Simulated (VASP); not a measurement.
# Ge (P6_3/mmc) in VASP: further runs

Ge is run at these levels: r2SCAN; tasks: single point.

Program: VASP 6.6.1. These are calculated values, not measurements. Logs are shortened: lines on timing, memory, paths and dates and some standing lists are left out, and cuts for length are marked.

**1. The cell of the first run**

The structure is hexagonal, space group P6_3/mmc (No. 194). Conventional cell: a = 3.936 Å, b = 3.936 Å, c = 6.702 Å, α = 90.00°, β = 90.00°, γ = 120.00°. Within 3.2 Å of Ge (site symmetry 3m) lie 4 Ge at 2.42 to 2.51 Å.

**2. Single point, r2SCAN (strain -0.015 along x and y, +0.015 along z)**

File POSCAR:

```
Ge
1.0
    3.9357139709      0.0000000000      0.0000000000
   -1.9678569854      3.4084282808      0.0000000000
    0.0000000000      0.0000000000      6.7017516230
Ge
4
Direct
    0.6666666667      0.3333333333      0.0629814339
    0.3333333333      0.6666666667      0.5629814339
    0.6666666667      0.3333333333      0.4370185661
    0.3333333333      0.6666666667      0.9370185661
```

File INCAR.step1:

```
SYSTEM = Ge
PREC = Accurate ; ENCUT = 520
ISMEAR = 0 ; SIGMA = 0.03
LREAL = .False. ; LASPH = .True.
NELM = 80 ; NBANDS = 36
GGA = PE ; ALGO = Normal
EDIFF = 1E-4 ; LWAVE = .True.
LCHARG = .False.
```

File INCAR.step2:

```
SYSTEM = Ge
PREC = Accurate ; ENCUT = 520
EDIFF = 1E-7 ; ISMEAR = 0
SIGMA = 0.03 ; LREAL = .False.
LASPH = .True. ; NELM = 80
ALGO = Normal ; ISIF = 2
LWAVE = .False. ; LCHARG = .False.
METAGGA = R2SCAN ; LMIXTAU = .True.
NBANDS = 36 ; ISTART = 1
```

File KPOINTS:

```
Automatic mesh
0
Gamma
  12 12 6
  0 0 0
```

Potentials or basis: VASP PAW PBE potentials, release 64 (Ge_d).

Command:

```sh
cat potpaw_PBE.64/Ge_d/POTCAR > POTCAR
cp INCAR.step1 INCAR
mpirun -np 1 vasp_std > vasp.out
cp INCAR.step2 INCAR
mpirun -np 1 vasp_std > vasp.out
```

OUTCAR:

```text
SYSTEM = Ge
   PREC = Accurate
   ENCUT = 520
   EDIFF = 1E-7
   ISMEAR = 0
   LREAL = .False.
   LASPH = .True.
   NELM = 80
   ISIF = 2
   METAGGA = R2SCAN
   ISTART = 1

 ion  position               nearest neighbor table
   1  0.667  0.333  0.063-   4 2.42   4 2.42   4 2.42   3 2.51
   2  0.333  0.667  0.563-   3 2.42   3 2.42   3 2.42   4 2.51
   3  0.667  0.333  0.437-   2 2.42   2 2.42   2 2.42   1 2.51
   4  0.333  0.667  0.937-   1 2.42   1 2.42   1 2.42   2 2.51

  LATTYP: Found a hexagonal cell.
 ALAT       =     3.9357139709
 C/A-ratio  =     1.7028045413

  Lattice vectors:

 A1 = (   3.9357139709,   0.0000000000,   0.0000000000)
 A2 = (  -1.9678569854,   3.4084282808,   0.0000000000)
 A3 = (   0.0000000000,   0.0000000000,   6.7017516230)

Analysis of symmetry for initial positions (statically):
=====================================================================
 Subroutine PRICEL returns:
 Original cell was already a primitive cell.

 Routine SETGRP: Setting up the symmetry group for a
 hexagonal supercell.

 Subroutine GETGRP returns: Found 24 space group operations
 (whereof 12 operations were pure point group operations)
 out of a pool of 24 trial point group operations.

The static configuration has the point symmetry D_3d.
 The point group associated with its full space group is D_6h.

Analysis of symmetry for dynamics (positions and initial velocities):
=====================================================================
 Subroutine PRICEL returns:
 Original cell was already a primitive cell.

 Routine SETGRP: Setting up the symmetry group for a
 hexagonal supercell.

 Subroutine GETGRP returns: Found 24 space group operations
 (whereof 12 operations were pure point group operations)
 out of a pool of 24 trial point group operations.

The dynamic configuration has the point symmetry D_3d.
 The point group associated with its full space group is D_6h.

 Subroutine INISYM returns: Found 24 space group operations
 (whereof 12 operations are pure point group operations),
 and found     1 'primitive' translations

----------------------------------------------------------------------------------------

                                     Primitive cell

  volume of cell :      89.9013

  direct lattice vectors                    reciprocal lattice vectors
     3.935713971  0.000000000  0.000000000     0.254083505  0.146695180  0.000000000
    -1.967856985  3.408428281  0.000000000     0.000000000  0.293390360  0.000000000
     0.000000000  0.000000000  6.701751623     0.000000000  0.000000000  0.149214721

  length of vectors
     3.935713971  3.935713971  6.701751623     0.293390360  0.293390360  0.149214721

  position of ions in fractional coordinates (direct lattice)
     0.666666667  0.333333333  0.062981434
     0.333333333  0.666666667  0.562981434
     0.666666667  0.333333333  0.437018566
     0.333333333  0.666666667  0.937018566

  ion indices of the primitive-cell ions
   primitive index   ion index
                 1           1
                 2           2
                 3           3
                 4           4

----------------------------------------------------------------------------------------

 KPOINTS: Automatic mesh

Automatic generation of k-mesh.
 Grid dimensions read from file:
 generate k-points for:   12   12    6

 Generating k-lattice:

  Cartesian coordinates                     Fractional coordinates (reciprocal lattice)
     0.021173625  0.012224598  0.000000000     0.083333333 -0.000000000  0.000000000
     0.000000000  0.024449197  0.000000000     0.000000000  0.083333333  0.000000000
     0.000000000  0.000000000  0.024869120     0.000000000  0.000000000  0.166666667

  Length of vectors
     0.024449197  0.024449197  0.024869120

  Shift w.r.t. Gamma in fractional coordinates (k-lattice)
     0.000000000  0.000000000  0.000000000

 Subroutine IBZKPT returns following result:
 ===========================================

 Found     76 irreducible k-points:

 Following reciprocal coordinates:
            Coordinates               Weight
  0.000000  0.000000  0.000000      1.000000
  0.083333  0.000000  0.000000      6.000000
  0.166667  0.000000  0.000000      6.000000
  0.250000  0.000000  0.000000      6.000000
  0.333333  0.000000  0.000000      6.000000
  0.416667 -0.000000  0.000000      6.000000
[... 16 lines left out ...]
  0.250000  0.000000  0.166667     12.000000
  0.333333  0.000000  0.166667     12.000000
 [... further k-points ...]
   k-points           NKPTS =     76   k-points in BZ     NKDIM =     76   number of bands    NBANDS=     36
   number of dos      NEDOS =    301   number of ions     NIONS =      4
   total plane-waves  NPLWV =  45000
   dimension x,y,z NGX =    30 NGY =   30 NGZ =   50
   dimension x,y,z NGXF=    60 NGYF=   60 NGZF=  100
   ions per type =               4
   NGX,Y,Z   is equivalent  to a cutoff of  12.67, 12.67, 12.40 a.u.
   NGXF,Y,Z  is equivalent  to a cutoff of  25.34, 25.34, 24.81 a.u.
 SYSTEM =  Ge
   PREC   = accura    normal or accurate (medium, high low for compatibility)
   ISTART =      1    job   : 0-new  1-cont  2-samecut
   ICHARG =      0    charge: 1-file 2-atom 10-const
   ISPIN  =      1    spin polarized calculation?
   LNONCOLLINEAR =      F non collinear calculations
   LSORBIT =      F    spin-orbit coupling
   LASPH  =      T    aspherical Exc in radial PAW
   ENCUT  =  520.0 eV  38.22 Ry    6.18 a.u.   7.32  7.32 12.46*2*pi/ulx,y,z
   NELM   =     80;   NELMIN=  2; NELMDL=  0     # of ELM steps
   EDIFF  = 0.1E-06   stopping-criterion for ELM
   LREAL  =      F    real-space projection
   EDIFFG = 0.1E-05   stopping-criterion for IOM
   NSW    =      0    number of steps for IOM
   IBRION =     -1    ionic relax: 0-MD 1-quasi-New 2-CG
   NFREE  =      0    steps in history (QN), initial steepest desc. (CG)
   ISIF   =      2    stress and relaxation
   ISYM   =      2    0-nonsym 1-usesym 2-fastsym
   POTIM  = 0.5000    time-step for ionic-motion
   TEBEG  =    0.0;   TEEND  =   0.0 temperature during run
   PSTRESS=    0.0 pullay stress
   NELECT =      56.0000    total number of electrons
   NUPDOWN=      -1.0000    fix difference up-down
   EMIN   =  10.00;   EMAX   =-10.00  energy-range for DOS
   EFERMI =   0.00;   METHOD = LEGACY
   ISMEAR =     0;   SIGMA  =   0.03  broadening in eV -4-tet -1-fermi 0-gaus
   EFERMI_NEDOS =   21; number of points for ismear=-14 and -15
   IALGO  =     38    algorithm
   IMIX   =      4    mixing-type and parameters
     AMIX     =   0.40;   BMIX     =  1.00
     AMIX_MAG =   1.60;   BMIX_MAG =  1.00
  volume/ion in A,a.u.               =      22.48       151.67
  Fermi-wavevector in a.u.,A,eV,Ry     =   1.398134  2.642090 26.596383  1.954779
  Thomas-Fermi vector in A             =   2.521322
   LORBIT       =      0    0 simple, 1 ext, 2 COOP (PROOUT), +10 PAW based schemes
   METAGGA = R2SCAN    functional components
   LHFCALC =     F    Hartree Fock is set to
   AEXX    =    0.0000 exact exchange contribution
   IVDW    =     0    specifies the selected vdW correction
   LEPSILON=     F    determine dielectric tensor
   LRPA    =     F    only Hartree local field effects (RPA)
 non-spin polarized calculation
 Gauss-broadening in eV      SIGMA  =   0.03
  energy-cutoff  :      520.00
  volume of cell :       89.90
 maximum number of plane-waves:      2443
 NGX is ok and might be reduce to    30
   NGX = 15   NGY = 15   NGZ = 25

 number of electron      56.0000036 magnetization

 Free energy of the ion-electron system (eV)
  ---------------------------------------------------
  ext. energy  EPLUGINS =         0.00000000
  ---------------------------------------------------
  free energy    TOTEN  =       -55.38077374 eV

  energy without entropy =      -55.38077374  energy(sigma->0) =      -55.38077374

 E-fermi :   5.1671     XC(G=0): -10.8539

 val. band max:        5.0595154038   @ k =   0.0000   0.0000   0.0000
 cond. band min:       5.2723293145   @ k =   0.0000   0.0000   0.0000
 fundamental gap:      0.2128139106
 Fermi energy:         5.1671238238

 k-point     1 :       0.0000    0.0000    0.0000
  band No.  band energies     occupation
      1     -20.6831      2.00000
      2     -20.6830      2.00000
      3     -20.6469      2.00000
      4     -20.6468      2.00000
      5     -20.6119      2.00000
      6     -20.6070      2.00000
[... 28 lines left out ...]
     35       9.7809      0.00000
     36      11.7761      0.00000

 k-point     2 :       0.0833    0.0000    0.0000
  band No.  band energies     occupation
      1     -20.6863      2.00000
      2     -20.6845      2.00000
      3     -20.6492      2.00000
      4     -20.6466      2.00000
      5     -20.6214      2.00000
      6     -20.6022      2.00000
[... 28 lines left out ...]
     35      10.1233      0.00000
     36      12.0926      0.00000

 k-point     3 :       0.1667    0.0000    0.0000
  band No.  band energies     occupation
      1     -20.6921      2.00000
      2     -20.6875      2.00000
      3     -20.6545      2.00000
      4     -20.6449      2.00000
      5     -20.6329      2.00000
      6     -20.5944      2.00000
[... 28 lines left out ...]
     35      11.0100      0.00000
     36      11.1795      0.00000
[... 742 lines left out ...]
 k-point    23 :       0.2500    0.0000    0.1667
  band No.  band energies     occupation
      1     -20.6920      2.00000
      2     -20.6883      2.00000
      3     -20.6623      2.00000
      4     -20.6464      2.00000
      5     -20.6377      2.00000
      6     -20.5903      2.00000
[... 28 lines left out ...]
     35      11.7153      0.00000
     36      11.9568      0.00000

 k-point    24 :       0.3333    0.0000    0.1667
  band No.  band energies     occupation
      1     -20.6900      2.00000
      2     -20.6896      2.00000
      3     -20.6657      2.00000
      4     -20.6522      2.00000
      5     -20.6323      2.00000
      6     -20.5880      2.00000
[... 28 lines left out ...]
     35      12.8227      0.00000
     36      13.1389      0.00000

 [... further k-points ...]

------------------------ aborting loop because EDIFF is reached ----------------------------------------

  FORCE on cell =-STRESS in cart. coord.  units (eV):
  Direction    XX          YY          ZZ          XY          YZ          ZX
  --------------------------------------------------------------------------------------
  -------------------------------------------------------------------------------------
  Total        1.8033104      1.8033104     -1.4063533      0.0000000      0.0000000      0.0000000
  in kB       32.1377188     32.1377188    -25.0633441      0.0000000      0.0000000      0.0000000
  external PRESSURE =      13.0706978 kB  Pullay stress =       0.0000000 kB

 VOLUME and BASIS-vectors are now :
 -----------------------------------------------------------------------------
  energy-cutoff  :      520.00
  volume of cell :       89.90
      direct lattice vectors                 reciprocal lattice vectors
     3.935713971  0.000000000  0.000000000     0.254083505  0.146695180  0.000000000
    -1.967856985  3.408428281  0.000000000     0.000000000  0.293390360  0.000000000
     0.000000000  0.000000000  6.701751623     0.000000000  0.000000000  0.149214721

 POSITION                                       TOTAL-FORCE (eV/Angst)
 -----------------------------------------------------------------------------------
      1.96786      1.13614      0.42209        -0.000000     -0.000000      0.265584
     -0.00000      2.27229      3.77296         0.000000     -0.000000      0.265584
      1.96786      1.13614      2.92879        -0.000000      0.000000     -0.265584
     -0.00000      2.27229      6.27967         0.000000      0.000000     -0.265584
 -----------------------------------------------------------------------------------
    total drift:                                0.000000     -0.000000      0.000000

  FREE ENERGIE OF THE ION-ELECTRON SYSTEM (eV)
  ---------------------------------------------------
  free  energy   TOTEN  =       -55.3807737357 eV

  energy  without entropy=      -55.3807737355  energy(sigma->0) =      -55.38077374
```

Wall time 25 min (1 thread of Oxide Virtual Turin-like, shared host); peak memory 0.29 GiB.

Results:

```
Free energy            : -55.3808 eV
Pressure               : 1.3 GPa
Largest force          : 0.266 eV/Å
Band gap on the k mesh : 0.21 eV, direct
```

Forces on the atoms (eV/Å):
```
Ge   0.000  0.000  0.266
Ge   0.000  0.000  0.266
Ge   0.000  0.000 -0.266
Ge   0.000  0.000 -0.266
```

Caveat: the cell differs from its parent crystal (strain -0.015 along x and y, +0.015 along z); the PAW data sets were made with another functional, which shifts forces and pressure a little. A k mesh can miss the band edges.

[end of part 1 of 2]
